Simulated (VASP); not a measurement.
A run of VASP 6.6.1 is set up as follows.

The input INCAR:

```
PREC = Accurate
ENCUT = 600
EDIFF = 1E-6
ISMEAR = -1
SIGMA = 0.05
LREAL = F
LASPH = T
NELM = 200
ALGO = Normal
ISIF = 2
LWAVE = F
LCHARG = F
ISPIN = 2
MAGMOM = 3 0
LORBIT = 11
LMAXMIX = 4
GGA = PE
NBANDS = 22
GGA_COMPAT = F
```

File KPOINTS:

```
regular mesh
0
Gamma
  10 10 9
```

The input POSCAR:

```
FeO
1.0
    2.9598396803      0.0000000000      0.0000000000
   -1.4799198350      2.5632963579      0.0000000000
    0.0000000000      0.0000000000      2.8886568793
Fe O
1 1
Direct
    0.0000000000      0.0000000000      0.0000000000
    0.6666666667      0.3333333333      0.5000000000
```

Potentials or basis: VASP PAW PBE potentials, release 64 (Fe_sv, O).

Command:

```console
$ cat potpaw_PBE.64/Fe_sv/POTCAR potpaw_PBE.64/O/POTCAR > POTCAR
$ mpirun -np 1 vasp_std > vasp.out
```

Problem. What does it give for the net moment?

Solution. 4.00 μB per cell.

Problem. What does it give for the band gap on the k mesh?

Solution. Zero (filled and empty bands overlap).

Problem. Estimate the pressure.

Solution. -19.9 GPa.

Problem. Predict the site moments.

Solution. Fe +3.48; O +0.33 μB.

Stress tensor (GPa, compression positive):
```
-17.51   0.00   0.00
  0.00 -17.51   0.00
  0.00   0.00 -24.60
```

Caveat: a cell with one magnetic atom can't hold antiferromagnetic order, which such compounds often take; semilocal functionals often make such compounds metallic where correlation or magnetic order opens a gap, which also shifts bond lengths. With open d or f shells a metallic result of PBE can be an artefact of self-interaction; +U or a hybrid may open a gap.
